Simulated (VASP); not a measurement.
# Rh (P6_3/mmc) in VASP: settings compared

Aim: see how the results for Rh move with the level of theory and the settings. Levels: PBE+D3(BJ), RPBE, PBE, revPBE. Tasks: single point.

All numbers are computed with VASP 6.6.1; they aren't measurements. Logs are shortened: lines on timing, memory, paths and dates and some standing lists are left out, and cuts for length are marked.

### 1 The cell of the first run

It takes space group P6_3/mmc (No. 194, hexagonal). Conventional cell: a = 2.496 Å, b = 2.496 Å, c = 4.047 Å, α = 90.00°, β = 90.00°, γ = 120.00°. Within 3.3 Å of Rh (site symmetry -6m2) lie 12 Rh at 2.48 to 2.50 Å.

### 2 Single point, PBE+D3(BJ)

The input, INCAR:

```
SYSTEM = Rh
PREC     = Accurate       ! precision mode
ENCUT    = 500            ! plane-wave cutoff, eV
EDIFF    = 1E-6           ! SCF threshold, eV
ISMEAR   = 0              ! smearing method
SIGMA    = 0.1            ! smearing width, eV
LREAL    = .False.        ! projectors in reciprocal space
LASPH    = .True.         ! aspherical terms in the spheres
NELM     = 120            ! most SCF steps
ALGO     = Normal         ! electronic algorithm
ISIF     = 2              ! what is computed and relaxed
LWAVE    = .False.        ! write WAVECAR
LCHARG   = .False.        ! write CHGCAR
GGA      = PE             ! functional
IVDW     = 12             ! dispersion correction
NBANDS   = 22             ! bands
GGA_COMPAT= .False.
```

The input, KPOINTS:

```
regular mesh
0
Gamma
  4 4 2
  0 0 0
```

The input, POSCAR:

```
Rh
1.0
    2.4955132493      0.0000000000      0.0000000000
   -1.2477566247      2.1611778694      0.0000000000
    0.0000000000      0.0000000000      4.0466634138
Rh
2
Direct
    0.6666666667      0.3333333333      0.7500000000
    0.3333333333      0.6666666667      0.2500000000
```

Potentials or basis: VASP PAW PBE potentials, release 64 (Rh_pv).

The run is started by

```bash
$ cat potpaw_PBE.64/Rh_pv/POTCAR > POTCAR
$ mpirun -np 1 vasp_std > vasp.out
```

OUTCAR:

```text
SYSTEM = Rh
   PREC = Accurate
   ENCUT = 500
   EDIFF = 1E-6
   ISMEAR = 0
   LREAL = .False.
   LASPH = .True.
   NELM = 120
   ISIF = 2
   GGA = PE
   IVDW = 12
 IVDW          = 12

 ion  position               nearest neighbor table
   1  0.667  0.333  0.750-   2 2.48   2 2.48   2 2.48   2 2.48   2 2.48   2 2.48
   2  0.333  0.667  0.250-   1 2.48   1 2.48   1 2.48   1 2.48   1 2.48   1 2.48

  LATTYP: Found a hexagonal cell.
 ALAT       =     2.4955132493
 C/A-ratio  =     1.6215756077

  Lattice vectors:

 A1 = (   2.4955132493,   0.0000000000,   0.0000000000)
 A2 = (  -1.2477566247,   2.1611778694,   0.0000000000)
 A3 = (   0.0000000000,   0.0000000000,   4.0466634138)

Analysis of symmetry for initial positions (statically):
=====================================================================
 Subroutine PRICEL returns:
 Original cell was already a primitive cell.

 Routine SETGRP: Setting up the symmetry group for a
 hexagonal supercell.

 Subroutine GETGRP returns: Found 24 space group operations
 (whereof 12 operations were pure point group operations)
 out of a pool of 24 trial point group operations.

The static configuration has the point symmetry D_3d.
 The point group associated with its full space group is D_6h.

Analysis of symmetry for dynamics (positions and initial velocities):
=====================================================================
 Subroutine PRICEL returns:
 Original cell was already a primitive cell.

 Routine SETGRP: Setting up the symmetry group for a
 hexagonal supercell.

 Subroutine GETGRP returns: Found 24 space group operations
 (whereof 12 operations were pure point group operations)
 out of a pool of 24 trial point group operations.

The dynamic configuration has the point symmetry D_3d.
 The point group associated with its full space group is D_6h.

 Subroutine INISYM returns: Found 24 space group operations
 (whereof 12 operations are pure point group operations),
 and found     1 'primitive' translations

----------------------------------------------------------------------------------------

                                     Primitive cell

  volume of cell :      21.8247

  direct lattice vectors                    reciprocal lattice vectors
     2.495513249  0.000000000  0.000000000     0.400719171  0.231355321  0.000000000
    -1.247756625  2.161177869  0.000000000     0.000000000  0.462710642  0.000000000
     0.000000000  0.000000000  4.046663414     0.000000000  0.000000000  0.247117167

  length of vectors
     2.495513249  2.495513249  4.046663414     0.462710642  0.462710642  0.247117167

  position of ions in fractional coordinates (direct lattice)
     0.666666667  0.333333333  0.750000000
     0.333333333  0.666666667  0.250000000

  ion indices of the primitive-cell ions
   primitive index   ion index
                 1           1
                 2           2

----------------------------------------------------------------------------------------

 KPOINTS: regular mesh

Automatic generation of k-mesh.
 Grid dimensions read from file:
 generate k-points for:    4    4    2

 Generating k-lattice:

  Cartesian coordinates                     Fractional coordinates (reciprocal lattice)
     0.100179793  0.057838830  0.000000000     0.250000000  0.000000000  0.000000000
     0.000000000  0.115677661  0.000000000     0.000000000  0.250000000  0.000000000
     0.000000000  0.000000000  0.123558584     0.000000000  0.000000000  0.500000000

  Length of vectors
     0.115677661  0.115677661  0.123558584

  Shift w.r.t. Gamma in fractional coordinates (k-lattice)
     0.000000000  0.000000000  0.000000000

 Subroutine IBZKPT returns following result:
 ===========================================

 Found      8 irreducible k-points:

 Following reciprocal coordinates:
            Coordinates               Weight
  0.000000  0.000000  0.000000      1.000000
  0.250000  0.000000  0.000000      6.000000
  0.500000  0.000000  0.000000      3.000000
  0.250000  0.250000  0.000000      6.000000
  0.000000  0.000000  0.500000      1.000000
  0.250000  0.000000  0.500000      6.000000
  0.500000  0.000000  0.500000      3.000000
  0.250000  0.250000  0.500000      6.000000
   k-points           NKPTS =      8   k-points in BZ     NKDIM =      8   number of bands    NBANDS=     22
   number of dos      NEDOS =    301   number of ions     NIONS =      2
   total plane-waves  NPLWV =   9720
   dimension x,y,z NGX =    18 NGY =   18 NGZ =   30
   dimension x,y,z NGXF=    36 NGYF=   36 NGZF=   60
   ions per type =               2
   NGX,Y,Z   is equivalent  to a cutoff of  11.99, 11.99, 12.32 a.u.
   NGXF,Y,Z  is equivalent  to a cutoff of  23.98, 23.98, 24.65 a.u.
 SYSTEM =  Rh
   PREC   = accura    normal or accurate (medium, high low for compatibility)
   ISTART =      0    job   : 0-new  1-cont  2-samecut
   ICHARG =      2    charge: 1-file 2-atom 10-const
   ISPIN  =      1    spin polarized calculation?
   LNONCOLLINEAR =      F non collinear calculations
   LSORBIT =      F    spin-orbit coupling
   LASPH  =      T    aspherical Exc in radial PAW
   ENCUT  =  500.0 eV  36.75 Ry    6.06 a.u.   4.55  4.55  7.38*2*pi/ulx,y,z
   NELM   =    120;   NELMIN=  2; NELMDL= -5     # of ELM steps
   EDIFF  = 0.1E-05   stopping-criterion for ELM
   LREAL  =      F    real-space projection
   EDIFFG = 0.1E-04   stopping-criterion for IOM
   NSW    =      0    number of steps for IOM
   IBRION =     -1    ionic relax: 0-MD 1-quasi-New 2-CG
   NFREE  =      0    steps in history (QN), initial steepest desc. (CG)
   ISIF   =      2    stress and relaxation
   ISYM   =      2    0-nonsym 1-usesym 2-fastsym
   POTIM  = 0.5000    time-step for ionic-motion
   TEBEG  =    0.0;   TEEND  =   0.0 temperature during run
   PSTRESS=    0.0 pullay stress
   NELECT =      30.0000    total number of electrons
   NUPDOWN=      -1.0000    fix difference up-down
   EMIN   =  10.00;   EMAX   =-10.00  energy-range for DOS
   EFERMI =   0.00;   METHOD = LEGACY
   ISMEAR =     0;   SIGMA  =   0.10  broadening in eV -4-tet -1-fermi 0-gaus
   EFERMI_NEDOS =   21; number of points for ismear=-14 and -15
   IALGO  =     38    algorithm
   IMIX   =      4    mixing-type and parameters
     AMIX     =   0.40;   BMIX     =  1.00
     AMIX_MAG =   1.60;   BMIX_MAG =  1.00
  volume/ion in A,a.u.               =      10.91        73.64
  Fermi-wavevector in a.u.,A,eV,Ry     =   1.820257  3.439787 45.080677  3.313336
  Thomas-Fermi vector in A             =   2.876870
   LORBIT       =      0    0 simple, 1 ext, 2 COOP (PROOUT), +10 PAW based schemes
   GGA     = PE    functional components
   LHFCALC =     F    Hartree Fock is set to
   AEXX    =    0.0000 exact exchange contribution
   IVDW    =    12    specifies the selected vdW correction
   LEPSILON=     F    determine dielectric tensor
   LRPA    =     F    only Hartree local field effects (RPA)
 non-spin polarized calculation
 Gauss-broadening in eV      SIGMA  =   0.10
  energy-cutoff  :      500.00
  volume of cell :       21.82
 maximum number of plane-waves:       572
   NGX =  9   NGY =  9   NGZ = 15

 number of electron      30.0000001 magnetization

 Free energy of the ion-electron system (eV)
  ---------------------------------------------------
  ext. energy  EPLUGINS =         0.00000000
  ---------------------------------------------------
  free energy    TOTEN  =       -12.97898600 eV

  energy without entropy =      -12.96797091  energy(sigma->0) =      -12.97347845

 E-fermi :  17.2827     XC(G=0): -15.5645

 val. band max:       17.2566810535   @ k =   0.2500   0.2500   0.0000
 cond. band min:      17.3657770571   @ k =   0.0000   0.0000   0.0000
 fundamental gap:      0.1090960036
 Fermi energy:        17.2827383490

 k-point     1 :       0.0000    0.0000    0.0000
  band No.  band energies     occupation
      1     -31.6526      2.00000
      2     -30.2646      2.00000
      3     -30.2646      2.00000
      4     -30.0463      2.00000
      5     -30.0463      2.00000
      6     -30.0361      2.00000
[... 14 lines left out ...]
     21      34.8196      0.00000
     22      35.9652      0.00000

 k-point     2 :       0.2500    0.0000    0.0000
  band No.  band energies     occupation
      1     -31.3673      2.00000
      2     -30.8748      2.00000
      3     -30.6530      2.00000
      4     -30.4502      2.00000
      5     -30.1629      2.00000
      6     -30.1425      2.00000
[... 14 lines left out ...]
     21      34.4694      0.00000
     22      36.2844      0.00000

 k-point     3 :       0.5000    0.0000    0.0000
  band No.  band energies     occupation
      1     -31.4733      2.00000
      2     -31.2103      2.00000
      3     -30.9453      2.00000
      4     -30.6213      2.00000
      5     -30.4244      2.00000
      6     -30.2478      2.00000
[... 14 lines left out ...]
     21      31.3226      0.00000
     22      31.5300      0.00000

 k-point     4 :       0.2500    0.2500    0.0000
  band No.  band energies     occupation
      1     -31.2183      2.00000
      2     -31.1041      2.00000
      3     -30.9524      2.00000
      4     -30.7465      2.00000
      5     -30.5173      2.00000
      6     -30.4169      2.00000
[... 14 lines left out ...]
     21      30.3119      0.00000
     22      33.5926      0.00000

 k-point     5 :       0.0000    0.0000    0.5000
  band No.  band energies     occupation
      1     -30.8709      2.00000
      2     -30.8709      2.00000
      3     -30.1560      2.00000
      4     -30.1560      2.00000
      5     -30.1560      2.00000
      6     -30.1560      2.00000
[... 14 lines left out ...]
     21      36.2059      0.00000
     22      36.2059      0.00000

 k-point     6 :       0.2500    0.0000    0.5000
  band No.  band energies     occupation
      1     -31.0922      2.00000
      2     -31.0922      2.00000
      3     -30.4421      2.00000
      4     -30.4421      2.00000
      5     -30.2978      2.00000
      6     -30.2978      2.00000
[... 14 lines left out ...]
     21      35.2478      0.00000
     22      35.2478      0.00000

 k-point     7 :       0.5000    0.0000    0.5000
  band No.  band energies     occupation
      1     -31.5582      2.00000
      2     -31.5582      2.00000
      3     -30.4539      2.00000
      4     -30.4539      2.00000
      5     -30.4368      2.00000
      6     -30.4368      2.00000
[... 14 lines left out ...]
     21      34.5314      0.00000
     22      34.5314      0.00000

 k-point     8 :       0.2500    0.2500    0.5000
  band No.  band energies     occupation
      1     -31.3616      2.00000
      2     -31.3616      2.00000
      3     -30.7647      2.00000
      4     -30.7647      2.00000
      5     -30.3396      2.00000
      6     -30.3396      2.00000
[... 14 lines left out ...]
     21      32.0705      0.00000
     22      32.0705      0.00000

------------------------ aborting loop because EDIFF is reached ----------------------------------------

 Edisp (eV)   -1.64540

 E8    (eV) :    -0.7410

  FORCE on cell =-STRESS in cart. coord.  units (eV):
  Direction    XX          YY          ZZ          XY          YZ          ZX
  --------------------------------------------------------------------------------------
  -------------------------------------------------------------------------------------
  Total      13.52115    13.52115    16.73245    -0.00000     0.00000     0.00000
  in kB     992.60546   992.60546  1228.35163    -0.00000     0.00000     0.00000
  external pressure =     1071.19 kB  Pullay stress =        0.00 kB

 VOLUME and BASIS-vectors are now :
 -----------------------------------------------------------------------------
  energy-cutoff  :      500.00
  volume of cell :       21.82
      direct lattice vectors                 reciprocal lattice vectors
     2.495513249  0.000000000  0.000000000     0.400719171  0.231355321  0.000000000
    -1.247756625  2.161177869  0.000000000     0.000000000  0.462710642  0.000000000
     0.000000000  0.000000000  4.046663414     0.000000000  0.000000000  0.247117167

 POSITION                                       TOTAL-FORCE (eV/Angst)
 -----------------------------------------------------------------------------------
      1.24776      0.72039      3.03500        -0.000000     -0.000000      0.000000
     -0.00000      1.44079      1.01167         0.000000      0.000000      0.000000
 -----------------------------------------------------------------------------------
    total drift:                               -0.000000      0.000000     -0.000000

  FREE ENERGIE OF THE ION-ELECTRON SYSTEM (eV)
  ---------------------------------------------------
  free  energy   TOTEN  =       -14.6243816898 eV

  energy  without entropy=      -14.6133665979  energy(sigma->0) =      -14.61887414
```

Wall time 8 s (1 thread of Intel Xeon 8259CL, shared host); peak memory 0.14 GiB.

Results:

```
Free energy                : -14.6244 eV
Pressure                   : 107.1 GPa
Band gap on the k mesh     : zero (band 15 reaches 17.81 eV, above the bottom of band 16 at 15.22 eV)
Dispersion energy per atom : -0.823 eV
```

Stress tensor (GPa, compression positive):
```
 99.26   0.00   0.00
  0.00  99.26   0.00
  0.00   0.00 122.84
```

Levels at points of the mesh, in eV from the Fermi level:
| k point | band 12 | band 13 | band 14 | band 15 | band 16 | band 17 | band 18 | band 19 |
| --- | --- | --- | --- | --- | --- | --- | --- | --- |
| (0.00, 0.00, 0.00) | -4.05 | -4.05 | -3.16 | -3.16 | -0.26 | -0.26 | 0.08 | 10.78 |
| (0.50, 0.00, 0.00) | -3.60 | -3.38 | 0.24 | 0.53 | 0.69 | 3.54 | 6.17 | 11.88 |
| (0.00, 0.00, 0.50) | -4.95 | -4.85 | -4.85 | -1.04 | -1.04 | -1.04 | -1.04 | 14.61 |
| (0.50, 0.00, 0.50) | -2.87 | -0.95 | -0.95 | 0.51 | 0.51 | 2.79 | 2.79 | 11.49 |

Caveat: the k points lie up to 0.78 Å⁻¹ apart; pairwise dispersion overbinds metals, which lowers pressure and volume.

### 3 Single point, RPBE

This run uses another cell than the first one, of 14.30 Å³/atom, 1.311 times its volume.

The input, INCAR:

```
SYSTEM = Rh
ALGO = Normal
EDIFF = 1E-6
ENCUT = 500
GGA = RP
GGA_COMPAT = .FALSE.
ISIF = 2
ISMEAR = 0
LASPH = .TRUE.
LCHARG = .FALSE.
LREAL = .FALSE.
LWAVE = .FALSE.
NBANDS = 22
NELM = 120
PREC = Accurate
SIGMA = 0.1
```

The input, KPOINTS:

```
k-points
0
G
  3 3 2
  0 0 0
```

The input, POSCAR:

```
Rh
1.0
    2.7309790422      0.0000000000      0.0000000000
   -1.3654895211      2.3650972278      0.0000000000
    0.0000000000      0.0000000000      4.4284890000
Rh
2
Direct
    0.6666666667      0.3333333333      0.7500000000
    0.3333333333      0.6666666667      0.2500000000
```

Potentials or basis: VASP PAW PBE potentials, release 64 (Rh_pv).

The run is started by

```bash
$ cat potpaw_PBE.64/Rh_pv/POTCAR > POTCAR
$ mpirun -np 1 vasp_std > vasp.out
```

OUTCAR:

```text
SYSTEM = Rh
   EDIFF = 1E-6
   ENCUT = 500
   GGA = RP
   ISIF = 2
   ISMEAR = 0
   LASPH = .TRUE.
   LREAL = .FALSE.
   NELM = 120
   PREC = Accurate

 ion  position               nearest neighbor table
   1  0.667  0.333  0.750-   2 2.72   2 2.72   2 2.72   2 2.72   2 2.72   2 2.72
   2  0.333  0.667  0.250-   1 2.72   1 2.72   1 2.72   1 2.72   1 2.72   1 2.72

  LATTYP: Found a hexagonal cell.
 ALAT       =     2.7309790422
 C/A-ratio  =     1.6215756077

  Lattice vectors:
[... 319 lines left out ...]

------------------------ aborting loop because EDIFF is reached ----------------------------------------

  FORCE on cell =-STRESS in cart. coord.  units (eV):
  Direction    XX          YY          ZZ          XY          YZ          ZX
  --------------------------------------------------------------------------------------
  -------------------------------------------------------------------------------------
  Total        4.6290593      4.6290593     -3.5775044      0.0000000      0.0000000      0.0000000
  in kB      259.2867876    259.2867876   -200.3862076      0.0000000      0.0000000      0.0000000
  external PRESSURE =     106.0624559 kB  Pullay stress =       0.0000000 kB

 VOLUME and BASIS-vectors are now :
 -----------------------------------------------------------------------------
  energy-cutoff  :      500.00
  volume of cell :       28.60
      direct lattice vectors                 reciprocal lattice vectors
     2.730979042  0.000000000  0.000000000     0.366169049  0.211407799  0.000000000
    -1.365489521  2.365097228  0.000000000     0.000000000  0.422815599  0.000000000
     0.000000000  0.000000000  4.428489000     0.000000000  0.000000000  0.225810655

 POSITION                                       TOTAL-FORCE (eV/Angst)
 -----------------------------------------------------------------------------------
      1.36549      0.78837      3.32137        -0.000000     -0.000000      0.000000
     -0.00000      1.57673      1.10712         0.000000      0.000000      0.000000
 -----------------------------------------------------------------------------------
    total drift:                               -0.000000      0.000000     -0.000000

  FREE ENERGIE OF THE ION-ELECTRON SYSTEM (eV)
  ---------------------------------------------------
  free  energy   TOTEN  =       -12.0848295097 eV

  energy  without entropy=      -12.0343141193  energy(sigma->0) =      -12.05957181
```

Wall time 6.7 s (1 thread of Intel Xeon 8259CL, shared host); peak memory 0.13 GiB.

What came out:

```
Free energy            : -12.0848 eV
Pressure               : 10.6 GPa
Band gap on the k mesh : zero (band 15 reaches 11.49 eV, above the bottom of band 16 at 10.91 eV)
```

Stress tensor (GPa, compression positive):
```
 25.93   0.00   0.00
  0.00  25.93   0.00
  0.00   0.00 -20.04
```

Levels at points of the mesh, in eV from the Fermi level:
```tsv
k point	band 13	band 14	band 15	band 16	band 17	band 18
(0.00, 0.00, 0.00)	-2.17	-1.77	-1.77	0.14	0.14	0.78
(0.00, 0.00, 0.50)	-2.79	-2.79	-0.37	-0.37	-0.37	-0.37
```

Caveat: the k points lie up to 0.89 Å⁻¹ apart; the PAW data sets were made with another functional, which shifts forces and pressure a little.

(Continued in part 2 of 2.)
